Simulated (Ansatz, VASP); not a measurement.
## Ti4C in VASP and in Ansatz

```
CELL_PARAMETERS angstrom
4.36760 0.00000 0.00000
0.00000 4.36760 0.00000
0.00000 0.00000 4.36760
ATOMIC_POSITIONS crystal
Ti 0.25684 0.25684 0.25684
Ti 0.74316 0.74316 0.25684
Ti 0.25684 0.74316 0.74316
Ti 0.74316 0.25684 0.74316
C 0.00000 0.00000 0.00000
```

Change from the starting cell: species swapped into the SnI4 type (P-43m, No. 215).

Alike in both runs: functional PBE; k mesh 4 × 4 × 4; occupations gaussian, width 0.1 eV; no spin polarisation.

Ansatz relaxed the structure, and its values are those at the end. VASP's run is a single point on that final structure, the one shown.

|  | VASP | Ansatz |
| --- | --- | --- |
| version | VASP 6.6.1 | Ansatz 0.2.0 |
| potentials or method | VASP PAW PBE potentials, release 64 (Ti_sv, C), cutoff 520 eV | scalar-relativistic, plane waves, PAW |
| valence electrons in the cell | 52 | 52 |

Ansatz gave:

| Property | Result |
| --- | --- |
| gap on the k mesh at the Fermi level (eV) | none |
| pressure (GPa) | 0.1 |
| rms of the force components (eV/Å) | 0.024 |

Q: Which values does VASP return?

A: gap on the k mesh at the Fermi level (eV): none; pressure (GPa): 0.1; rms of the force components (eV/Å): 0.041.

A gap of «none» marks a metal or a gap that the smearing closes.
